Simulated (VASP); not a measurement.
Set up this calculation in VASP 6.6.1, as the native input.

| Quantity | Value |
| --- | --- |
| Task | single point |
| Functional | PBE |
| Potentials or basis | VASP PAW PBE potentials, release 64 (Pt) |
| Cutoff | 520 eV |
| k mesh | 16 × 16 × 9 |
| Occupations | fermi-dirac, width 0.1 eV |
| Spin | no spin polarisation |
| Dipole correction | no |
| Further INCAR settings | ALGO = Normal; EDIFF = 1e-06; NBANDS = 17 |

The structure of Pt lies in POSCAR:

```
Pt
1.0
    2.6675273878      0.0000000000      0.0000000000
   -1.3337636939      2.3101464831      0.0000000000
    0.0000000000      0.0000000000      4.5274745194
Pt
2
Direct
    0.3333333333      0.6666666667      0.2500000000
    0.6666666667      0.3333333333      0.7500000000
```

The input as run:

INCAR

```
SYSTEM = Pt
PREC = Accurate ; ENCUT = 520
EDIFF = 1E-6 ; ISMEAR = -1
SIGMA = 0.1 ; LREAL = .FALSE.
LASPH = .TRUE. ; NELM = 100
ALGO = Normal ; ISIF = 2
LWAVE = .FALSE. ; LCHARG = .TRUE.
GGA = PE ; LELF = .TRUE.
LVHAR = .TRUE. ; NBANDS = 17
```

KPOINTS

```
Automatic mesh
0
G
  16 16 9
  0 0 0
```

Potentials or basis: VASP PAW PBE potentials, release 64 (Pt).

Command:

```bash
$ cat potpaw_PBE.64/Pt/POTCAR > POTCAR
$ mpirun -np 1 vasp_std > vasp.out
```

It gave:

- Pressure: 40.5 GPa
- Band gap on the k mesh: zero (band 10 reaches 13.37 eV, above the bottom of band 11 at 11.87 eV)

Caveat: spin-orbit coupling is left out, which moves the levels of the heavy elements.

Wall time 25 s on 1 thread of Intel(R) Xeon(R) 6975P-C (Granite Rapids), with other jobs on the host, peak memory 0.18 GiB.
